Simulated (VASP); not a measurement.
Runs of VASP 6.6.1 on SnSe. The structure is that of space group F-43m (No. 216), or close to it. The cells are those of the table. 

| task | level | potentials or basis | spin | cell | k mesh | cutoff (eV) | gap on the mesh (eV) | pressure (GPa) | relaxed volume (Å³/atom) |
| --- | --- | --- | --- | --- | --- | --- | --- | --- | --- |
| single point | PBE | VASP PAW PBE potentials, release 64 (Sn_d, Se) | non-collinear, zero start, SOC | a = 4.757 Å, angles 60.0°, 2 atoms | 6 × 6 × 6 | 520 | - | (b) | - |
| relaxation of cell and atoms | r2SCAN | VASP PAW PBE potentials, release 64 (Sn_d, Se) | off | relaxed from a = 4.793 Å, angles 60.0°, 2 atoms | 6 × 6 × 6 | 600 | 0.22 | 0.0 | 38.07 |
| relaxation of cell and atoms | PBEsol | VASP PAW PBE potentials, release 64 (Sn_d, Se) | off | relaxed from a = 4.793 Å, angles 60.0°, 2 atoms | 6 × 6 × 6 | 600 | none | 0.0 | 36.85 |
| relaxation of cell and atoms | PBE | VASP PAW PBE potentials, release 64 (Sn_d, Se) | off | relaxed from a = 4.143 Å, angles 60.0°, 2 atoms | 8 × 8 × 8 | 600 | 0.05 | 0.0 | 38.96 |
| single point | LDA | VASP PAW LDA potentials, release 64 (Sn_d, Se) | off | a = 4.656 Å, angles 60.0°, 2 atoms | 6 × 6 × 6 | 520 | none | 0.0 | - |
| single point | LDA | VASP PAW LDA potentials, release 64 (Sn_d, Se) | off | a = 4.757 Å, angles 60.0°, 2 atoms | 6 × 6 × 6 | 520 | 0.05 | (a) | - |
| single point | PBE | VASP PAW PBE potentials, release 64 (Sn_d, Se) | off | a = 4.757 Å, angles 60.0°, 2 atoms | 6 × 6 × 6 | 520 | 0.15 | 0.8 | - |
| single point | r2SCAN | VASP PAW PBE potentials, release 64 (Sn_d, Se) | off | a = 4.757 Å, angles 60.0°, 2 atoms | 6 × 6 × 6 | 520 | 0.22 | 0.0 | - |

Alike in all rows: smearing fermi-dirac 0.02 eV.

Problem. Fill in the values left out.

Solution. (a) -2.0; (b) 0.7.

Caveats: spin-orbit coupling is left out, which moves the levels of the heavy elements (some runs); the PAW data sets were made with another functional, which shifts forces and pressure a little (some runs); the volume moved by over 15 % at a fixed basis, so the end points are rough (some runs).

A k mesh can miss the band edges, and rows without SOC leave out spin-orbit coupling on Se, Sn.

A gap of «none» marks levels without a gap at the run's occupations.
